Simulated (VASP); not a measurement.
# Ge (Cmmm) in VASP: further runs

Runs on Ge. Level: PBEsol. Tasks: single point.

Everything below comes from runs of VASP 6.6.1. Logs are shortened: lines on timing, memory, paths and dates and some standing lists are left out, and cuts for length are marked.

### Step 1. The cell of the first run

Symmetry: Cmmm, No. 65, orthorhombic system. The conventional cell has a = 2.864 Å, b = 5.331 Å, c = 2.698 Å, α = 90.00°, β = 90.00°, γ = 90.00°. Within 3.6 Å of Ge (site symmetry mmm) lie 8 Ge at 2.70 to 3.03 Å.

### Step 2. Single point, PBEsol (strain +0.0250 x Voigt [1, 1, 0, 0, 0, 0])

Input file INCAR:

```
SYSTEM = Ge
ALGO = Normal ; EDIFF = 1E-6
ENCUT = 520 ; GGA = PS
ISIF = 2 ; ISMEAR = 0
LASPH = .True. ; LCHARG = .False.
LREAL = .False. ; LWAVE = .False.
NBANDS = 13 ; NELM = 100
PREC = Accurate ; SIGMA = 0.15
```

Input file KPOINTS:

```
k-points
0
Gamma
  20 20 18
  0 0 0
```

Input file POSCAR:

```
Ge
1.0
    1.4320777250     -2.6655289000      0.0000000000
    1.4320777250      2.6655289000      0.0000000000
    0.0000000000      0.0000000000      2.6982310000
Ge
1
Direct
    0.5000000000      0.5000000000      0.0000000000
```

Potentials or basis: VASP PAW PBE potentials, release 64 (Ge_d).

Launch:

```sh
> cat potpaw_PBE.64/Ge_d/POTCAR > POTCAR
> mpirun -np 1 vasp_std > vasp.out
```

OUTCAR:

```text
SYSTEM = Ge
   EDIFF = 1E-6
   ENCUT = 520
   GGA = PS
   ISIF = 2
   ISMEAR = 0
   LASPH = .True.
   LREAL = .False.
   NELM = 100
   PREC = Accurate

 ion  position               nearest neighbor table
   1  0.500  0.500  0.000-

  LATTYP: Found a base centered orthorhombic cell.
 ALAT       =     2.8641554500
 B/A-ratio  =     1.8613018368
 C/A-ratio  =     0.9420686297

  Lattice vectors:

 A1 = (   1.4320777250,  -2.6655289000,   0.0000000000)
 A2 = (   1.4320777250,   2.6655289000,   0.0000000000)
 A3 = (   0.0000000000,   0.0000000000,   2.6982310000)

Analysis of symmetry for initial positions (statically):
=====================================================================
 Subroutine PRICEL returns:
 Original cell was already a primitive cell.

 Routine SETGRP: Setting up the symmetry group for a
 base centered orthorhombic supercell.

 Subroutine GETGRP returns: Found  8 space group operations
 (whereof  8 operations were pure point group operations)
 out of a pool of  8 trial point group operations.

The static configuration has the point symmetry D_2h.

Analysis of symmetry for dynamics (positions and initial velocities):
=====================================================================
 Subroutine PRICEL returns:
 Original cell was already a primitive cell.

 Routine SETGRP: Setting up the symmetry group for a
 base centered orthorhombic supercell.

 Subroutine GETGRP returns: Found  8 space group operations
 (whereof  8 operations were pure point group operations)
 out of a pool of  8 trial point group operations.

The dynamic configuration has the point symmetry D_2h.

 Subroutine INISYM returns: Found  8 space group operations
 (whereof  8 operations are pure point group operations),
 and found     1 'primitive' translations

----------------------------------------------------------------------------------------

                                     Primitive cell

  volume of cell :      20.5996

  direct lattice vectors                    reciprocal lattice vectors
     1.432077725 -2.665528900  0.000000000     0.349143061 -0.187580033  0.000000000
     1.432077725  2.665528900  0.000000000     0.349143061  0.187580033  0.000000000
     0.000000000  0.000000000  2.698231000     0.000000000  0.000000000  0.370613191

  length of vectors
     3.025870276  3.025870276  2.698231000     0.396342208  0.396342208  0.370613191

  position of ions in fractional coordinates (direct lattice)
     0.500000000  0.500000000  0.000000000
[... 83 lines left out ...]
   ISYM   =      2    0-nonsym 1-usesym 2-fastsym
   POTIM  = 0.5000    time-step for ionic-motion
   TEBEG  =    0.0;   TEEND  =   0.0 temperature during run
   PSTRESS=    0.0 pullay stress
   NELECT =      14.0000    total number of electrons
   NUPDOWN=      -1.0000    fix difference up-down
   EMIN   =  10.00;   EMAX   =-10.00  energy-range for DOS
   EFERMI =   0.00;   METHOD = LEGACY
   ISMEAR =     0;   SIGMA  =   0.15  broadening in eV -4-tet -1-fermi 0-gaus
   EFERMI_NEDOS =   21; number of points for ismear=-14 and -15
   IALGO  =     38    algorithm
   IMIX   =      4    mixing-type and parameters
     AMIX     =   0.40;   BMIX     =  1.00
     AMIX_MAG =   1.60;   BMIX_MAG =  1.00
  volume/ion in A,a.u.               =      20.60       139.01
  Fermi-wavevector in a.u.,A,eV,Ry     =   1.439344  2.719965 28.187325  2.071710
  Thomas-Fermi vector in A             =   2.558210
   LORBIT       =      0    0 simple, 1 ext, 2 COOP (PROOUT), +10 PAW based schemes
   GGA     = PS    functional components
   LHFCALC =     F    Hartree Fock is set to
   AEXX    =    0.0000 exact exchange contribution
   IVDW    =     0    specifies the selected vdW correction
   LEPSILON=     F    determine dielectric tensor
   LRPA    =     F    only Hartree local field effects (RPA)
 non-spin polarized calculation
 Gauss-broadening in eV      SIGMA  =   0.15
  energy-cutoff  :      520.00
  volume of cell :       20.60
 maximum number of plane-waves:       572
   NGX = 11   NGY = 11   NGZ = 11

 number of electron      13.9999983 magnetization

 Free energy of the ion-electron system (eV)
  ---------------------------------------------------
  ext. energy  EPLUGINS =         0.00000000
  ---------------------------------------------------
  free energy    TOTEN  =        -4.69787028 eV

  energy without entropy =       -4.69255840  energy(sigma->0) =       -4.69521434

 E-fermi :   5.5742     XC(G=0): -10.9451

 val. band max:        5.5656560467   @ k =  -0.2500   0.2500   0.2778
 cond. band min:       5.5819934253   @ k =  -0.3000   0.2000   0.0556
 fundamental gap:      0.0163373786
 Fermi energy:         5.5741549927

 k-point     1 :       0.0000    0.0000    0.0000
  band No.  band energies     occupation
      1     -19.0727      2.00000
      2     -19.0075      2.00000
      3     -18.9660      2.00000
      4     -18.8731      2.00000
      5     -18.8569      2.00000
      6      -6.9086      2.00000
      7      12.0220      0.00000
      8      12.5663      0.00000
      9      13.3976      0.00000
     10      15.8565      0.00000
     11      17.5509      0.00000
     12      19.5429      0.00000
     13      19.9349      0.00000
[... 354 lines left out ...]
  band No.  band energies     occupation
      1     -19.0455      2.00000
      2     -18.9819      2.00000
      3     -18.9214      2.00000
      4     -18.8904      2.00000
      5     -18.8760      2.00000
      6      -4.5465      2.00000
      7       4.2146      2.00000
      8       8.5929      0.00000
      9      14.2883      0.00000
     10      14.6524      0.00000
     11      19.0238      0.00000
     12      25.3098      0.00000
     13      25.3216      0.00000

 [... further k-points ...]

------------------------ aborting loop because EDIFF is reached ----------------------------------------

  FORCE on cell =-STRESS in cart. coord.  units (eV):
  Direction    XX          YY          ZZ          XY          YZ          ZX
  --------------------------------------------------------------------------------------
  -------------------------------------------------------------------------------------
  Total       -0.9554193     -1.0755588     -0.5543402     -0.0000000      0.0000000      0.0000000
  in kB      -74.3096991    -83.6537907    -43.1149475     -0.0000000      0.0000000      0.0000000
  external PRESSURE =     -67.0261458 kB  Pullay stress =       0.0000000 kB

 VOLUME and BASIS-vectors are now :
 -----------------------------------------------------------------------------
  energy-cutoff  :      520.00
  volume of cell :       20.60
      direct lattice vectors                 reciprocal lattice vectors
     1.432077725 -2.665528900  0.000000000     0.349143061 -0.187580033  0.000000000
     1.432077725  2.665528900  0.000000000     0.349143061  0.187580033  0.000000000
     0.000000000  0.000000000  2.698231000     0.000000000  0.000000000  0.370613191

 POSITION                                       TOTAL-FORCE (eV/Angst)
 -----------------------------------------------------------------------------------
      1.43208      0.00000      0.00000         0.000000     -0.000000      0.000000
 -----------------------------------------------------------------------------------
    total drift:                               -0.000000     -0.000000     -0.000000

  FREE ENERGIE OF THE ION-ELECTRON SYSTEM (eV)
  ---------------------------------------------------
  free  energy   TOTEN  =        -4.6978702778 eV

  energy  without entropy=       -4.6925584011  energy(sigma->0) =       -4.69521434
```

OSZICAR:

```text
N       E                     dE             d eps       ncg     rms          rms(c)
DAV:   1     0.640615530430E+02    0.64062E+02   -0.72255E+03 31092   0.289E+03
DAV:   2     0.124126097202E+01   -0.62820E+02   -0.59955E+02 30815   0.415E+02
DAV:   3    -0.462628594592E+01   -0.58675E+01   -0.58394E+01 33064   0.735E+01
DAV:   4    -0.471543211815E+01   -0.89146E-01   -0.89134E-01 33100   0.980E+00
DAV:   5    -0.471639545861E+01   -0.96334E-03   -0.96333E-03 33878   0.115E+00    0.125E+00
DAV:   6    -0.470262272121E+01    0.13773E-01   -0.12995E-02 35953   0.250E+00    0.679E-01
DAV:   7    -0.469807957581E+01    0.45431E-02   -0.71845E-03 36808   0.159E+00    0.882E-02
DAV:   8    -0.469786941344E+01    0.21016E-03   -0.75311E-04 34990   0.615E-01    0.259E-02
DAV:   9    -0.469787020781E+01   -0.79437E-06   -0.13016E-05 34992   0.429E-02    0.637E-03
DAV:  10    -0.469787027779E+01   -0.69974E-07   -0.52617E-07 23828   0.100E-02
   1 F= -.46978703E+01 E0= -.46952143E+01  d E =-.531188E-02
```

stdout:

```text
POSCAR found type information on POSCAR Ge
 POSCAR found :  1 types and       1 ions
 scaLAPACK will be used
 -----------------------------------------------------------------------------
|                                                                             |
|                                                                             |
|     You enforced a specific xc type in the INCAR file but a different       |
|     I HOPE YOU KNOW WHAT YOU ARE DOING!                                     |
|                                                                             |
 -----------------------------------------------------------------------------

 LDA part: xc-table for (Slater+PW92), standard interpolation
 POSCAR, INCAR and KPOINTS ok, starting setup
 FFT: planning ... GRIDC
 FFT: planning ... GRID_SOFT
 FFT: planning ... GRID
 WAVECAR not read
 entering main loop
```

Run time: 48 s. Hardware: 1 thread of Intel Xeon 6975P-C (Granite Rapids), shared host; peak memory 0.36 GiB.

What came out:

| Quantity | Value |
| --- | --- |
| Free energy | -4.6979 eV |
| Pressure | -6.7 GPa |
| Band gap on the k mesh | zero (bands 7 and 8 overlap by 9.18 eV) |

Stress tensor (GPa, compression positive):
```
-7.43  0.00  0.00
 0.00 -8.37  0.00
 0.00  0.00 -4.31
```

Caveat: the cell differs from its parent crystal (strain +0.0250 x Voigt [1, 1, 0, 0, 0, 0]); the cell stands under tension; the PAW data sets were made with another functional, which shifts forces and pressure a little.

### Step 3. Single point, PBEsol (strain +0.0500 x Voigt [1, 1, 0, 0, 0, 0])

Input file INCAR:

```
SYSTEM = Ge
  ALGO = Normal
  EDIFF = 1E-6
  ENCUT = 520
  GGA = PS
  ISIF = 2
  ISMEAR = 0
  LASPH = .True.
  LCHARG = .True.
  LELF = .True.
  LREAL = .False.
  LVHAR = .True.
  LWAVE = .False.
  NBANDS = 13
  NELM = 80
  PREC = Accurate
  SIGMA = 0.15
```

KPOINTS is that of step 2.

Input file POSCAR:

```
Ge
1.0
    1.4670064500     -2.7305418000      0.0000000000
    1.4670064500      2.7305418000      0.0000000000
    0.0000000000      0.0000000000      2.6982310000
Ge
1
Direct
    0.5000000000      0.5000000000      0.0000000000
```

Potentials or basis: VASP PAW PBE potentials, release 64 (Ge_d).

Launch:

```sh
> cat potpaw_PBE.64/Ge_d/POTCAR > POTCAR
> mpirun -np 1 vasp_std > vasp.out
```

It took 53 s on 1 thread of Intel Xeon 6975P-C (Granite Rapids), shared host; peak memory 0.38 GiB.

Results (log left out):

```yaml
Free_energy: -4.6406 eV
Pressure: -8.4 GPa
Band_gap_on_the_k_mesh: zero (bands 7 and 8 overlap by 8.49 eV)
```

Stress tensor (GPa, compression positive):
```
-10.01   0.00   0.00
  0.00 -10.68   0.00
  0.00   0.00  -4.64
```

Levels at points of the mesh, in eV from the Fermi level:
```
           k point  band 3  band 4  band 5  band 6  band 7  band 8  band 9  band 10  band 11  band 12
(0.00, 0.00, 0.00)  -24.53  -24.44  -24.43  -12.12    5.84    7.10    7.31    10.18    11.66    13.28
(0.50, 0.00, 0.00)  -24.46  -24.46  -24.45   -7.98   -4.76    2.78    6.80    10.41    16.24    16.76
(0.50, 0.50, 0.00)  -24.47  -24.46  -24.43   -8.70   -4.93    4.31    8.29     9.87    15.53    16.52
(0.00, 0.00, 0.50)  -24.51  -24.49  -24.42   -8.27   -5.11    8.69    9.93    14.60    15.12    15.84
(0.50, 0.00, 0.50)  -24.52  -24.46  -24.36   -3.82   -1.73   -1.57    3.82     5.71    10.98    12.26
(0.50, 0.50, 0.50)  -24.50  -24.47  -24.37   -4.63   -2.28   -1.68    3.49     7.24    12.56    13.87
```

Caveat: the cell differs from its parent crystal (strain +0.0500 x Voigt [1, 1, 0, 0, 0, 0]); the cell stands under tension; the PAW data sets were made with another functional, which shifts forces and pressure a little.

### Step 4. Single point, PBEsol (strain +0.0750 x Voigt [1, 1, 0, 0, 0, 0])

Input file INCAR:

```
  ALGO = Normal
  EDIFF = 1E-6
  ENCUT = 520
  GGA = PS
  ISIF = 2
  ISMEAR = 0
  LASPH = T
  LCHARG = F
  LREAL = F
  LWAVE = F
  NBANDS = 13
  NELM = 80
  PREC = Accurate
  SIGMA = 0.15
```

Input file KPOINTS:

```
k-points
0
Gamma
  20 20 18
```

Input file POSCAR:

```
Ge
1.0
    1.5019351750     -2.7955547000      0.0000000000
    1.5019351750      2.7955547000      0.0000000000
    0.0000000000      0.0000000000      2.6982310000
Ge
1
Direct
    0.5000000000      0.5000000000      0.0000000000
```

Launch:

```sh
> cat potpaw_PBE.64/Ge_d/POTCAR > POTCAR
> mpirun -np 1 vasp_std > vasp.out
```

It took 52 s on 1 thread of Intel Xeon 6975P-C (Granite Rapids), shared host; peak memory 0.39 GiB.

Results (log left out):

```yaml
Free_energy: -4.5688 eV
Pressure: -9.6 GPa
Band_gap_on_the_k_mesh: zero (bands 7 and 8 overlap by 7.81 eV)
```

Stress tensor (GPa, compression positive):
```
-11.67   0.00   0.00
  0.00 -12.17   0.00
  0.00   0.00  -4.96
```

Levels at points of the mesh, in eV from the Fermi level:
```tsv
k point	band 3	band 4	band 5	band 6	band 7	band 8	band 9	band 10	band 11	band 12
(0.00, 0.00, 0.00)	-24.53	-24.45	-24.44	-11.80	5.28	6.44	7.59	9.83	11.45	12.79
(0.50, 0.00, 0.00)	-24.48	-24.46	-24.45	-8.06	-4.52	2.48	6.51	10.35	16.10	16.90
(0.50, 0.50, 0.00)	-24.49	-24.47	-24.44	-8.72	-4.67	3.91	7.91	9.86	15.43	16.68
(0.00, 0.00, 0.50)	-24.52	-24.50	-24.42	-7.92	-4.86	8.13	9.27	13.96	14.69	15.21
(0.50, 0.00, 0.50)	-24.53	-24.48	-24.37	-3.91	-1.80	-1.28	3.91	5.45	10.72	11.87
(0.50, 0.50, 0.50)	-24.51	-24.48	-24.38	-4.65	-2.30	-1.37	3.61	6.86	12.18	13.39
```

Caveat: the cell differs from its parent crystal (strain +0.0750 x Voigt [1, 1, 0, 0, 0, 0]); the cell stands under tension; the PAW data sets were made with another functional, which shifts forces and pressure a little.

[end of part 1 of 2]
